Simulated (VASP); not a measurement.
# Fe (P6/mmm) in VASP: notebook, part 2 of 2

VASP 6.6.1.

## Step 3: Single point, LDA, collinear spin, ferromagnetic start

File INCAR:

```
PREC     = Accurate       # precision mode
ENCUT    = 520            # plane-wave cutoff, eV
EDIFF    = 1E-7           # SCF threshold, eV
ISMEAR   = -1             # smearing method
SIGMA    = 0.05           # smearing width, eV
LREAL    = False          # projectors in reciprocal space
LASPH    = True           # aspherical terms in the spheres
NELM     = 150            # most SCF steps
ALGO     = Normal         # electronic algorithm
ISIF     = 2              # what is computed and relaxed
LWAVE    = False          # write WAVECAR
LCHARG   = False          # write CHGCAR
ISPIN    = 2              # spin polarisation
MAGMOM   = 2.5            # initial moments
LORBIT   = 11             # projections on sites
LMAXMIX  = 4              # l up to which the mixer works
GGA      = CA             # functional
NBANDS   = 14             # bands
```

File KPOINTS:

```
regular mesh
0
Gamma
  21 21 19
```

File POSCAR:

```
Fe
1.0
    2.1007828324      0.0000000000      0.0000000000
   -1.0503914162      1.8193313007      0.0000000000
    0.0000000000      0.0000000000      1.9108706027
Fe
1
Direct
    0.0000000000      0.0000000000      0.0000000000
```

Potentials or basis: VASP PAW LDA potentials, release 64 (Fe).

Run with:

```
> cat potpaw_LDA.64/Fe/POTCAR > POTCAR
> mpirun -np 1 vasp_std > vasp.out
```

OUTCAR:

```text
PREC = Accurate
   ENCUT = 520
   EDIFF = 1E-7
   ISMEAR = -1
   LREAL = False
   LASPH = True
   NELM = 150
   ISIF = 2
   ISPIN = 2
   LORBIT = 11
   GGA = CA

 ion  position               nearest neighbor table
   1  0.000  0.000  0.000-

  LATTYP: Found a hexagonal cell.
 ALAT       =     2.1007828324
 C/A-ratio  =     0.9095993042

  Lattice vectors:

 A1 = (   2.1007828324,   0.0000000000,   0.0000000000)
 A2 = (  -1.0503914162,   1.8193313007,   0.0000000000)
 A3 = (   0.0000000000,   0.0000000000,   1.9108706027)

Analysis of symmetry for initial positions (statically):
=====================================================================
 Subroutine PRICEL returns:
 Original cell was already a primitive cell.

 Routine SETGRP: Setting up the symmetry group for a
 hexagonal supercell.

 Subroutine GETGRP returns: Found 24 space group operations
 (whereof 24 operations were pure point group operations)
 out of a pool of 24 trial point group operations.

The static configuration has the point symmetry D_6h.

Analysis of symmetry for dynamics (positions and initial velocities):
=====================================================================
 Subroutine PRICEL returns:
 Original cell was already a primitive cell.

 Routine SETGRP: Setting up the symmetry group for a
 hexagonal supercell.

 Subroutine GETGRP returns: Found 24 space group operations
 (whereof 24 operations were pure point group operations)
 out of a pool of 24 trial point group operations.

The dynamic configuration has the point symmetry D_6h.

Analysis of structural, dynamic, and magnetic symmetry:
=====================================================================
 Subroutine PRICEL returns:
 Original cell was already a primitive cell.

 Routine SETGRP: Setting up the symmetry group for a
 hexagonal supercell.

 Subroutine GETGRP returns: Found 24 space group operations
 (whereof 24 operations were pure point group operations)
 out of a pool of 24 trial point group operations.

The overall configuration has the point symmetry D_6h.

 Subroutine INISYM returns: Found 24 space group operations
 (whereof 24 operations are pure point group operations),
 and found     1 'primitive' translations

----------------------------------------------------------------------------------------

                                     Primitive cell

  volume of cell :       7.3034

  direct lattice vectors                    reciprocal lattice vectors
     2.100782832  0.000000000  0.000000000     0.476013029  0.274826251  0.000000000
    -1.050391416  1.819331301  0.000000000     0.000000000  0.549652501  0.000000000
     0.000000000  0.000000000  1.910870603     0.000000000  0.000000000  0.523321673

  length of vectors
     2.100782832  2.100782832  1.910870603     0.549652501  0.549652501  0.523321673

  position of ions in fractional coordinates (direct lattice)
     0.000000000  0.000000000  0.000000000

  ion indices of the primitive-cell ions
   primitive index   ion index
                 1           1

----------------------------------------------------------------------------------------

 KPOINTS: regular mesh

Automatic generation of k-mesh.
 Grid dimensions read from file:
 generate k-points for:   21   21   19

[... 66 lines left out ...]
   NSW    =      0    number of steps for IOM
   IBRION =     -1    ionic relax: 0-MD 1-quasi-New 2-CG
   NFREE  =      0    steps in history (QN), initial steepest desc. (CG)
   ISIF   =      2    stress and relaxation
   ISYM   =      2    0-nonsym 1-usesym 2-fastsym
   POTIM  = 0.5000    time-step for ionic-motion
   TEBEG  =    0.0;   TEEND  =   0.0 temperature during run
   PSTRESS=    0.0 pullay stress
   NELECT =       8.0000    total number of electrons
   NUPDOWN=      -1.0000    fix difference up-down
   EMIN   =  10.00;   EMAX   =-10.00  energy-range for DOS
   EFERMI =   0.00;   METHOD = LEGACY
   ISMEAR =    -1;   SIGMA  =   0.05  broadening in eV -4-tet -1-fermi 0-gaus
   EFERMI_NEDOS =   21; number of points for ismear=-14 and -15
   IALGO  =     38    algorithm
   IMIX   =      4    mixing-type and parameters
     AMIX     =   0.40;   BMIX     =  1.00
     AMIX_MAG =   1.60;   BMIX_MAG =  1.00
  volume/ion in A,a.u.               =       7.30        49.29
  Fermi-wavevector in a.u.,A,eV,Ry     =   1.687576  3.189057 38.748219  2.847914
  Thomas-Fermi vector in A             =   2.770037
   LORBIT       =     11    0 simple, 1 ext, 2 COOP (PROOUT), +10 PAW based schemes
   GGA     = CA    functional components
   LHFCALC =     F    Hartree Fock is set to
   AEXX    =    0.0000 exact exchange contribution
   IVDW    =     0    specifies the selected vdW correction
   LEPSILON=     F    determine dielectric tensor
   LRPA    =     F    only Hartree local field effects (RPA)
 spin polarized calculation
  energy-cutoff  :      520.00
  volume of cell :        7.30
 maximum number of plane-waves:       206
 NGX is ok and might be reduce to    16
   NGX =  7   NGY =  7   NGZ =  7

 number of electron       7.9999991 magnetization      -0.0006055

 number of electron       7.9999991 magnetization       0.0002717

 Free energy of the ion-electron system (eV)
  ---------------------------------------------------
  ext. energy  EPLUGINS =         0.00000000
  ---------------------------------------------------
  free energy    TOTEN  =        -7.22187409 eV

  energy without entropy =       -7.21125352  energy(sigma->0) =       -7.21656380

 E-fermi :  11.7274     XC(G=0): -16.0080

 val. band max:       11.7225958312   @ k =   0.2381   0.0000   0.4737
 cond. band min:      11.7280101330   @ k =   0.2857   0.0000   0.1579
 fundamental gap:      0.0054143019
 Fermi energy:        11.7274446458

 spin component 1

 k-point     1 :       0.0000    0.0000    0.0000
  band No.  band energies     occupation
      1       0.7751      1.00000
      2       4.8338      1.00000
      3       8.8759      1.00000
      4       8.8759      1.00000
      5      13.7519      0.00000
      6      13.7519      0.00000
      7      36.8747      0.00000
      8      40.4339      0.00000
      9      47.5375      0.00000
     10      47.5375      0.00000
     11      47.8381      0.00000
     12      48.6201      0.00000
     13      48.6201      0.00000
     14      62.3743      0.00000
[... 379 lines left out ...]
      3       7.3185      1.00000
      4      11.3656      0.99928
      5      12.4087      0.00000
      6      13.4257      0.00000
      7      31.8513      0.00000
      8      36.2812      0.00000
      9      44.7114      0.00000
     10      45.5696      0.00000
     11      46.8570      0.00000
     12      55.1005      0.00000
     13      61.8181      0.00000
     14      62.8805      0.00000

 [... further k-points ...]

 spin component 2

 k-point     1 :       0.0000    0.0000    0.0000
  band No.  band energies     occupation
      1       0.7752      1.00000
      2       4.8340      1.00000
      3       8.8760      1.00000
      4       8.8760      1.00000
      5      13.7522      0.00000
      6      13.7522      0.00000
      7      36.8747      0.00000
      8      40.4340      0.00000
      9      47.5376      0.00000
     10      47.5376      0.00000
     11      47.8382      0.00000
     12      48.6202      0.00000
     13      48.6202      0.00000
     14      62.3745      0.00000
[... 379 lines left out ...]
      3       7.3186      1.00000
      4      11.3658      0.99928
      5      12.4089      0.00000
      6      13.4260      0.00000
      7      31.8514      0.00000
      8      36.2813      0.00000
      9      44.7115      0.00000
     10      45.5697      0.00000
     11      46.8571      0.00000
     12      55.1006      0.00000
     13      61.8182      0.00000
     14      62.8806      0.00000

 [... further k-points ...]
[... 5 lines left out ...]
  --------------------------------------------------------------------------------------
  -------------------------------------------------------------------------------------
  Total        9.6464524      9.6464524      8.9954713     -0.0000000     -0.0000000     -0.0000000
  in kB     2116.1866781   2116.1866781   1973.3779578     -0.0000000     -0.0000000     -0.0000000
  external PRESSURE =    2068.5837713 kB  Pullay stress =       0.0000000 kB

 VOLUME and BASIS-vectors are now :
 -----------------------------------------------------------------------------
  energy-cutoff  :      520.00
  volume of cell :        7.30
      direct lattice vectors                 reciprocal lattice vectors
     2.100782832  0.000000000  0.000000000     0.476013029  0.274826251  0.000000000
    -1.050391416  1.819331301  0.000000000     0.000000000  0.549652501  0.000000000
     0.000000000  0.000000000  1.910870603     0.000000000  0.000000000  0.523321673

 POSITION                                       TOTAL-FORCE (eV/Angst)
 -----------------------------------------------------------------------------------
      0.00000      0.00000      0.00000         0.000000      0.000000      0.000000
 -----------------------------------------------------------------------------------
    total drift:                                0.000000      0.000000     -0.000000

  FREE ENERGIE OF THE ION-ELECTRON SYSTEM (eV)
  ---------------------------------------------------
  free  energy   TOTEN  =        -7.2218740931 eV

  energy  without entropy=       -7.2112535168  energy(sigma->0) =       -7.21656380

 total charge

# of ion       s       p       d       tot
------------------------------------------
    1        0.735   0.933   7.094   8.763

 magnetization (x)

# of ion       s       p       d       tot
------------------------------------------
    1        0.000   0.000   0.000   0.000
```

It took 41 s on 1 thread of Intel Xeon 6975P-C (Granite Rapids), shared host; peak memory 0.18 GiB.

What came out:

| Item | Value |
| --- | --- |
| Free energy | -7.2219 eV |
| Pressure | 206.9 GPa |
| Band gap on the k mesh | zero (filled and empty bands overlap) |
| Net moment | 0.00 μB per cell |

Stress tensor (GPa, compression positive):
```
211.62   0.00   0.00
  0.00 211.62   0.00
  0.00   0.00 197.34
```

Caveat: the starting moments collapsed, and a magnetic state may lie lower.
